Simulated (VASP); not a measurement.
# C in VASP: a series of runs

The runs below take C through single point, relaxation of cell and atoms, with r2SCAN.

Program: VASP 6.6.1. These are calculated values, not measurements. Logs are shortened: lines on timing, memory, paths and dates and some standing lists are left out, and cuts for length are marked.

### Step 1. The cell of the first run

The typed cell holds 2 atoms: a = 2.430 Å, b = 2.430 Å, c = 3.229 Å, α = 112.10°, β = 112.10°, γ = 60.00°.

### Step 2. Single point, r2SCAN

File POSCAR:

```
C
1.0
    2.1044468870     -1.2150340758     -0.0116568064
    2.1044468870      1.2150340758     -0.0116568064
   -1.3866216016      0.0000000000      2.9160699540
C
2
Direct
    0.8335480462      0.8335480462      0.0006455789
    0.1664519538      0.1664519538      0.9993544211
```

File INCAR.step1:

```
SYSTEM = C
  PREC = Accurate
  ENCUT = 520
  ISMEAR = 0
  SIGMA = 0.02
  LREAL = .FALSE.
  LASPH = .TRUE.
  NELM = 80
  NBANDS = 11
  GGA = PE
  ALGO = Normal
  EDIFF = 1E-4
  LWAVE = .TRUE.
  LCHARG = .FALSE.
```

File INCAR.step2:

```
SYSTEM = C
  PREC = Accurate
  ENCUT = 520
  EDIFF = 1E-7
  ISMEAR = 0
  SIGMA = 0.02
  LREAL = .FALSE.
  LASPH = .TRUE.
  NELM = 80
  ALGO = Normal
  ISIF = 2
  LWAVE = .FALSE.
  LCHARG = .FALSE.
  METAGGA = R2SCAN
  LMIXTAU = .TRUE.
  NBANDS = 11
  ISTART = 1
```

File KPOINTS:

```
regular mesh
0
G
  18 18 12
  0 0 0
```

Potentials or basis: VASP PAW PBE potentials, release 64 (C).

Command:

```bash
$ cat potpaw_PBE.64/C/POTCAR > POTCAR
$ cp INCAR.step1 INCAR
$ mpirun -np 1 vasp_std > vasp.out
$ cp INCAR.step2 INCAR
$ mpirun -np 1 vasp_std > vasp.out
```

OUTCAR:

```text
SYSTEM = C
   PREC = Accurate
   ENCUT = 520
   EDIFF = 1E-7
   ISMEAR = 0
   LREAL = .FALSE.
   LASPH = .TRUE.
   NELM = 80
   ISIF = 2
   METAGGA = R2SCAN
   ISTART = 1

 ion  position               nearest neighbor table
   1  0.834  0.834  0.001-   2 1.40   2 1.40   2 1.40
   2  0.166  0.166  0.999-   1 1.40   1 1.40   1 1.40

  LATTYP: Found a base centered monoclinic cell.
 ALAT       =     4.2089583421
 B/A-ratio  =     0.5773561898
 C/A-ratio  =     0.7671637150
 COS(beta)  =    -0.4344285849

  Lattice vectors:

 A1 = (   2.1044468870,  -1.2150340758,  -0.0116568064)
 A2 = (   2.1044468870,   1.2150340758,  -0.0116568064)
 A3 = (  -1.3866216016,   0.0000000000,   2.9160699540)

Analysis of symmetry for initial positions (statically):
=====================================================================
 Subroutine PRICEL returns:
 Original cell was already a primitive cell.

 Routine SETGRP: Setting up the symmetry group for a
 base centered monoclinic supercell.

 Subroutine GETGRP returns: Found  4 space group operations
 (whereof  4 operations were pure point group operations)
 out of a pool of  4 trial point group operations.

The static configuration has the point symmetry C_2h.

Analysis of symmetry for dynamics (positions and initial velocities):
=====================================================================
 Subroutine PRICEL returns:
 Original cell was already a primitive cell.

 Routine SETGRP: Setting up the symmetry group for a
 base centered monoclinic supercell.

 Subroutine GETGRP returns: Found  4 space group operations
 (whereof  4 operations were pure point group operations)
 out of a pool of  4 trial point group operations.

The dynamic configuration has the point symmetry C_2h.

 Subroutine INISYM returns: Found  4 space group operations
 (whereof  4 operations are pure point group operations),
 and found     1 'primitive' translations

----------------------------------------------------------------------------------------

                                     Primitive cell

  volume of cell :      14.8734

  direct lattice vectors                    reciprocal lattice vectors
     2.104446887 -1.215034076 -0.011656806     0.238219571 -0.411511093  0.113275885
     2.104446887  1.215034076 -0.011656806     0.238219571  0.411511093  0.113275885
    -1.386621602  0.000000000  2.916069954     0.001904536  0.000000000  0.343832928

  length of vectors
     2.430049462  2.430049462  3.228960118     0.488795836  0.488795836  0.343838203

  position of ions in fractional coordinates (direct lattice)
     0.833548046  0.833548046  0.000645579
     0.166451954  0.166451954  0.999354421

  ion indices of the primitive-cell ions
   primitive index   ion index
                 1           1
                 2           2

----------------------------------------------------------------------------------------

 KPOINTS: regular mesh

Automatic generation of k-mesh.
 Grid dimensions read from file:
 generate k-points for:   18   18   12

 Generating k-lattice:

  Cartesian coordinates                     Fractional coordinates (reciprocal lattice)
     0.013234421 -0.022861727  0.006293105     0.055555556 -0.000000000  0.000000000
     0.013234421  0.022861727  0.006293105    -0.000000000  0.055555556  0.000000000
     0.000158711  0.000000000  0.028652744     0.000000000  0.000000000  0.083333333

  Length of vectors
     0.027155324  0.027155324  0.028653184

  Shift w.r.t. Gamma in fractional coordinates (k-lattice)
     0.000000000  0.000000000  0.000000000

 Subroutine IBZKPT returns following result:
 ===========================================

 Found   1037 irreducible k-points:

 Following reciprocal coordinates:
            Coordinates               Weight
  0.000000  0.000000  0.000000      1.000000
  0.055556  0.000000  0.000000      4.000000
  0.111111  0.000000  0.000000      4.000000
  0.166667 -0.000000  0.000000      4.000000
  0.222222 -0.000000 -0.000000      4.000000
  0.277778 -0.000000  0.000000      4.000000
[... 16 lines left out ...]
 -0.277778  0.055556  0.000000      4.000000
 -0.222222  0.055556  0.000000      4.000000
 [... further k-points ...]
   k-points           NKPTS =   1037   k-points in BZ     NKDIM =   1037   number of bands    NBANDS=     11
   number of dos      NEDOS =    301   number of ions     NIONS =      2
   total plane-waves  NPLWV =   7776
   dimension x,y,z NGX =    18 NGY =   18 NGZ =   24
   dimension x,y,z NGXF=    36 NGYF=   36 NGZF=   48
   ions per type =               2
   NGX,Y,Z   is equivalent  to a cutoff of  12.31, 12.31, 12.36 a.u.
   NGXF,Y,Z  is equivalent  to a cutoff of  24.63, 24.63, 24.71 a.u.
 SYSTEM =  C
   PREC   = accura    normal or accurate (medium, high low for compatibility)
   ISTART =      1    job   : 0-new  1-cont  2-samecut
   ICHARG =      0    charge: 1-file 2-atom 10-const
   ISPIN  =      1    spin polarized calculation?
   LNONCOLLINEAR =      F non collinear calculations
   LSORBIT =      F    spin-orbit coupling
   LASPH  =      T    aspherical Exc in radial PAW
   ENCUT  =  520.0 eV  38.22 Ry    6.18 a.u.   4.52  4.52  6.00*2*pi/ulx,y,z
   NELM   =     80;   NELMIN=  2; NELMDL=  0     # of ELM steps
   EDIFF  = 0.1E-06   stopping-criterion for ELM
   LREAL  =      F    real-space projection
   EDIFFG = 0.1E-05   stopping-criterion for IOM
   NSW    =      0    number of steps for IOM
   IBRION =     -1    ionic relax: 0-MD 1-quasi-New 2-CG
   NFREE  =      0    steps in history (QN), initial steepest desc. (CG)
   ISIF   =      2    stress and relaxation
   ISYM   =      2    0-nonsym 1-usesym 2-fastsym
   POTIM  = 0.5000    time-step for ionic-motion
   TEBEG  =    0.0;   TEEND  =   0.0 temperature during run
   PSTRESS=    0.0 pullay stress
   NELECT =       8.0000    total number of electrons
   NUPDOWN=      -1.0000    fix difference up-down
   EMIN   =  10.00;   EMAX   =-10.00  energy-range for DOS
   EFERMI =   0.00;   METHOD = LEGACY
   ISMEAR =     0;   SIGMA  =   0.02  broadening in eV -4-tet -1-fermi 0-gaus
   EFERMI_NEDOS =   21; number of points for ismear=-14 and -15
   IALGO  =     38    algorithm
   IMIX   =      4    mixing-type and parameters
     AMIX     =   0.40;   BMIX     =  1.00
     AMIX_MAG =   1.60;   BMIX_MAG =  1.00
  volume/ion in A,a.u.               =       7.44        50.19
  Fermi-wavevector in a.u.,A,eV,Ry     =   1.331379  2.515942 24.117295  1.772571
  Thomas-Fermi vector in A             =   2.460395
   LORBIT       =      0    0 simple, 1 ext, 2 COOP (PROOUT), +10 PAW based schemes
   METAGGA = R2SCAN    functional components
   LHFCALC =     F    Hartree Fock is set to
   AEXX    =    0.0000 exact exchange contribution
   IVDW    =     0    specifies the selected vdW correction
   LEPSILON=     F    determine dielectric tensor
   LRPA    =     F    only Hartree local field effects (RPA)
 non-spin polarized calculation
 Gauss-broadening in eV      SIGMA  =   0.02
  energy-cutoff  :      520.00
  volume of cell :       14.87
 maximum number of plane-waves:       415
   NGX =  9   NGY =  9   NGZ = 11

 number of electron       8.0000001 magnetization

 Free energy of the ion-electron system (eV)
  ---------------------------------------------------
  ext. energy  EPLUGINS =         0.00000000
  ---------------------------------------------------
  free energy    TOTEN  =       -19.75977612 eV

  energy without entropy =      -19.75977612  energy(sigma->0) =      -19.75977612

 E-fermi :   6.3488     XC(G=0): -12.2395

 val. band max:        6.2176129205   @ k =  -0.2778   0.3333   0.0833
 cond. band min:       6.6924046440   @ k =  -0.3333   0.3889   0.4167
 fundamental gap:      0.4747917235
 Fermi energy:         6.3488015613

 k-point     1 :       0.0000    0.0000    0.0000
  band No.  band energies     occupation
      1     -15.2033      2.00000
      2       0.1511      2.00000
      3       3.1718      2.00000
      4       3.1720      2.00000
      5      12.4557      0.00000
      6      15.3367      0.00000
      7      15.3368      0.00000
      8      18.8615      0.00000
      9      20.5991      0.00000
     10      31.1261      0.00000
     11      34.8690      0.00000

 k-point     2 :       0.0556    0.0000    0.0000
  band No.  band energies     occupation
      1     -15.1204      2.00000
      2       0.2220      2.00000
      3       2.8451      2.00000
      4       3.0012      2.00000
      5      12.5682      0.00000
      6      15.4011      0.00000
      7      15.6829      0.00000
      8      18.5520      0.00000
      9      20.7353      0.00000
     10      31.3879      0.00000
     11      33.9528      0.00000

 k-point     3 :       0.1111    0.0000    0.0000
  band No.  band energies     occupation
      1     -14.8722      2.00000
      2       0.4342      2.00000
      3       1.9471      2.00000
      4       2.5484      2.00000
      5      12.9057      0.00000
      6      15.5105      0.00000
      7      16.6578      0.00000
      8      17.6994      0.00000
      9      21.1608      0.00000
     10      31.7598      0.00000
     11      32.3402      0.00000
[... 267 lines left out ...]
 k-point    23 :      -0.2778    0.0556    0.0000
  band No.  band energies     occupation
      1     -12.7063      2.00000
      2      -3.2387      2.00000
      3       0.1762      2.00000
      4       2.5136      2.00000
      5      12.2255      0.00000
      6      15.2933      0.00000
      7      15.9661      0.00000
      8      22.1536      0.00000
      9      23.9398      0.00000
     10      26.3948      0.00000
     11      29.5730      0.00000

 k-point    24 :      -0.2222    0.0556    0.0000
  band No.  band energies     occupation
      1     -13.5069      2.00000
      2      -1.6396      2.00000
      3       0.7405      2.00000
      4       1.8088      2.00000
      5      13.7360      0.00000
      6      14.5597      0.00000
      7      15.8820      0.00000
      8      20.4570      0.00000
      9      23.5471      0.00000
     10      26.6638      0.00000
     11      30.4635      0.00000

 [... further k-points ...]

------------------------ aborting loop because EDIFF is reached ----------------------------------------

  FORCE on cell =-STRESS in cart. coord.  units (eV):
  Direction    XX          YY          ZZ          XY          YZ          ZX
  --------------------------------------------------------------------------------------
  -------------------------------------------------------------------------------------
  Total        1.5118405      1.5121721      1.3766465      0.0000000      0.0000000     -0.0006009
  in kB      162.8574439    162.8931593    148.2941613      0.0000000      0.0000000     -0.0647255
  external PRESSURE =     158.0149215 kB  Pullay stress =       0.0000000 kB

 VOLUME and BASIS-vectors are now :
 -----------------------------------------------------------------------------
  energy-cutoff  :      520.00
  volume of cell :       14.87
      direct lattice vectors                 reciprocal lattice vectors
     2.104446887 -1.215034076 -0.011656806     0.238219571 -0.411511093  0.113275885
     2.104446887  1.215034076 -0.011656806     0.238219571  0.411511093  0.113275885
    -1.386621602  0.000000000  2.916069954     0.001904536  0.000000000  0.343832928

 POSITION                                       TOTAL-FORCE (eV/Angst)
 -----------------------------------------------------------------------------------
      3.50742      0.00000     -0.01755         0.000840      0.000000      0.000629
     -0.68515      0.00000      2.91031        -0.000840      0.000000     -0.000629
 -----------------------------------------------------------------------------------
    total drift:                                0.000000      0.000000      0.000000

  FREE ENERGIE OF THE ION-ELECTRON SYSTEM (eV)
  ---------------------------------------------------
  free  energy   TOTEN  =       -19.7597761231 eV

  energy  without entropy=      -19.7597761231  energy(sigma->0) =      -19.75977612
```

Wall time 3.9 min (1 thread of Intel Xeon 6975P-C (Granite Rapids), shared host); peak memory 0.23 GiB.

What came out:

```
Free energy : -19.7598 eV
Pressure    : 15.8 GPa
```

Caveat: the cell stands under pressure; the PAW data sets were made with another functional, which shifts forces and pressure a little.

### Step 3. Single point, r2SCAN

This run uses another cell than the first one, of 6.82 Å³/atom.

File POSCAR:

```
C
1.0
    2.0873117891     -1.2051283378     -0.0116544025
    2.0873117891      1.2051283378     -0.0116544025
   -1.3764212239      0.0000000000      2.7186956725
C
2
Direct
    0.8339560483      0.8339560483      0.0018681588
    0.1660439517      0.1660439517      0.9981318412
```

File INCAR.step1:

```
  PREC = Accurate
  ENCUT = 520
  ISMEAR = 0
  SIGMA = 0.02
  LREAL = F
  LASPH = T
  NELM = 80
  NBANDS = 11
  GGA = PE
  ALGO = Normal
  EDIFF = 1E-4
  LWAVE = T
  LCHARG = F
```

File INCAR.step2:

```
  PREC = Accurate
  ENCUT = 520
  EDIFF = 1E-7
  ISMEAR = 0
  SIGMA = 0.02
  LREAL = F
  LASPH = T
  NELM = 80
  ALGO = Normal
  ISIF = 2
  LWAVE = F
  LCHARG = F
  METAGGA = R2SCAN
  LMIXTAU = T
  NBANDS = 11
  ISTART = 1
```

File KPOINTS:

```
regular mesh
0
Gamma
  18 18 18
```

Potentials or basis: VASP PAW PBE potentials, release 64 (C).

Command:

```bash
$ cat potpaw_PBE.64/C/POTCAR > POTCAR
$ cp INCAR.step1 INCAR
$ mpirun -np 1 vasp_std > vasp.out
$ cp INCAR.step2 INCAR
$ mpirun -np 1 vasp_std > vasp.out
```

Run time: 2.2 min. Hardware: 1 thread of Intel Xeon 6975P-C (Granite Rapids), shared host; peak memory 0.18 GiB.

The run converged. Its results:

| Property | Result |
| --- | --- |
| Free energy | -19.5890 eV |
| Pressure | 30.9 GPa |

Stress tensor (GPa, compression positive):
```
31.44  0.00 -0.01
 0.00 31.44  0.00
-0.01  0.00 29.84
```

Caveat: the cell stands under pressure; the PAW data sets were made with another functional, which shifts forces and pressure a little.

### Step 4. Relaxation of cell and atoms, r2SCAN, target pressure 60 GPa, at which the enthalpy is minimised

This run uses another cell than the first one, of 6.30 Å³/atom.

File POSCAR:

```
C
1.0
    2.0323857435     -1.1734162886     -0.0113477256
    2.0323857435      1.1734162886     -0.0113477256
   -1.3402017308      0.0000000000      2.6471552332
C
2
Direct
    0.8339560483      0.8339560483      0.0018681588
    0.1660439517      0.1660439517      0.9981318412
```

File INCAR.step1:

```
PREC     = Accurate       # precision mode
ENCUT    = 600            # plane-wave cutoff, eV
ISMEAR   = 0              # smearing method
SIGMA    = 0.02           # smearing width, eV
LREAL    = F              # projectors in reciprocal space
LASPH    = T              # aspherical terms in the spheres
NELM     = 100            # most SCF steps
GGA      = PE             # functional
ALGO     = Normal         # electronic algorithm
EDIFF    = 1E-4           # SCF threshold, eV
LWAVE    = T              # write WAVECAR
LCHARG   = F              # write CHGCAR
```

File INCAR.step2:

```
PREC     = Accurate       # precision mode
ENCUT    = 600            # plane-wave cutoff, eV
EDIFF    = 1E-6           # SCF threshold, eV
ISMEAR   = 0              # smearing method
SIGMA    = 0.02           # smearing width, eV
LREAL    = F              # projectors in reciprocal space
LASPH    = T              # aspherical terms in the spheres
NELM     = 100            # most SCF steps
ALGO     = Normal         # electronic algorithm
ISIF     = 3              # what is computed and relaxed
LWAVE    = F              # write WAVECAR
LCHARG   = F              # write CHGCAR
METAGGA  = R2SCAN         # meta-GGA
LMIXTAU  = T            
IBRION   = 2              # ionic algorithm
NSW      = 70             # ionic steps
EDIFFG   = -0.008         # ionic threshold
PSTRESS  = 600.0        
ISTART   = 1
```

File KPOINTS:

```
Automatic mesh
0
Gamma
  18 18 18
```

Command:

```bash
$ cat potpaw_PBE.64/C/POTCAR > POTCAR
$ cp INCAR.step1 INCAR
$ mpirun -np 1 vasp_std > vasp.out
$ cp INCAR.step2 INCAR
$ mpirun -np 1 vasp_std > vasp.out
```

Run time: 33 min. Hardware: 1 thread of AMD EPYC 9755, shared host; peak memory 0.14 GiB.

It converged, with:

| Quantity | Value |
| --- | --- |
| Free energy | -19.2075 eV |
| Relaxed volume | 6.11 Å³/atom |
| Relaxed cell | a = 2.379 Å, b = 2.379 Å, c = 2.847 Å, α = 114.69°, β = 114.69°, γ = 60.00° |
| Space group after relaxing (to 0.1 Å) | R-3m (No. 166) |
| Energy change on relaxing (the run minimises the enthalpy) | +29.0 meV/atom |
| Ionic steps | 10 |
| Pressure after relaxing | 60.0 GPa |

Stress tensor (GPa, compression positive):
```
60.14  0.00  0.00
 0.00 60.14  0.00
 0.00  0.00 59.83
```

Step by step:
```
step  energy change (eV)  largest force (eV/Å)  pressure (GPa)  volume (Å³)
   1              0.0000                0.0381           71.24        12.59
   2             -0.1404                0.1947            9.82        13.37
   3             -0.1407                0.0751           48.54        12.85
   4              0.0274                0.1109           56.86        12.31
   5              0.0465                0.1183           57.78        12.26
   6              0.0882                0.0368           65.78        12.15
   7              0.0594                0.0643           60.48        12.22
   8              0.0537                0.0136           59.64        12.24
   9              0.0548                0.0022           59.82        12.23
  10              0.0580                0.0010           60.03        12.22
```

Final structure:
```
CELL_PARAMETERS angstrom
2.06020 -1.18948 -0.01151
2.06020 1.18948 -0.01151
-1.35956 0.00000 2.50190
ATOMIC_POSITIONS crystal
C 0.83508 0.83508 0.00524
C 0.16492 0.16492 0.99476
```

Caveat: the cell is relaxed towards a set pressure, so the run minimises the enthalpy, not the energy; the PAW data sets were made with another functional, which shifts forces and pressure a little.

### Step 5. The runs side by side

```csv
task,cell,k mesh,cutoff (eV),pressure (GPa)
single point,"a = 2.430, b = 2.430, c = 3.229 Å, angles 112.1, 112.1, 60.0°, 2 atoms",18 × 18 × 12,520,15.8
single point,"a = 2.410, b = 2.410, c = 3.047 Å, angles 113.3, 113.3, 60.0°, 2 atoms",18 × 18 × 18,520,30.9
relaxation of cell and atoms,"relaxed to 60 GPa from a = 2.347, b = 2.347, c = 2.967 Å, angles 113.3, 113.3, 60.0°, 2 atoms",18 × 18 × 18,600,60.0
```

Alike in all rows: level r2SCAN; potentials or basis VASP PAW PBE potentials, release 64 (C); no spin polarisation; smearing gaussian 0.02 eV.

Caveats: the PAW data sets were made with another functional, which shifts forces and pressure a little; the cell stands under pressure (at least some runs); the cell is relaxed towards a set pressure, so the run minimises the enthalpy, not the energy (at least some runs).

Absolute energies hang on the potentials; compare differences alone.
